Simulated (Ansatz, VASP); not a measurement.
# Two plane-wave programs on KHfAs

```xyz
3
Lattice="4.6545 0.0000 0.0000 0.0000 4.6545 0.0000 0.0000 0.0000 5.0906" Properties=species:S:1:pos:R:3 pbc="T T T"
K     2.3272    2.3272    2.5453
Hf    0.0000    0.0000    0.0000
As    0.0000    0.0000    2.5453
```

Alike in both runs: functional PBE; k mesh 10 × 10 × 10; occupations gaussian, width 0.1 eV; no spin polarisation.

Ansatz relaxed the structure, and its values are those at the end. VASP's run is a single point on that final structure, the one shown.

|  | VASP | Ansatz |
| --- | --- | --- |
| version | VASP 6.6.1 | Ansatz 0.2.0 |
| potentials or method | VASP PAW PBE potentials, release 64 (K_sv, Hf_pv, As), cutoff 520 eV | scalar-relativistic, plane waves, PAW |
| valence electrons in the cell | 24 | 50 |

```csv
,VASP,Ansatz,Ansatz less VASP
gap on the k mesh at the Fermi level (eV),none,none,-
pressure (GPa),0.0,0.0,+0.02
```

A gap of «none» marks a metal or a gap that the smearing closes. The functional is the same, so the differences come from potentials, cutoffs and numerics. VASP's potentials hold 24 valence electrons a cell and Ansatz's 50, so a difference there can come from the potentials and not from the codes.

Neither program's run includes spin-orbit coupling.
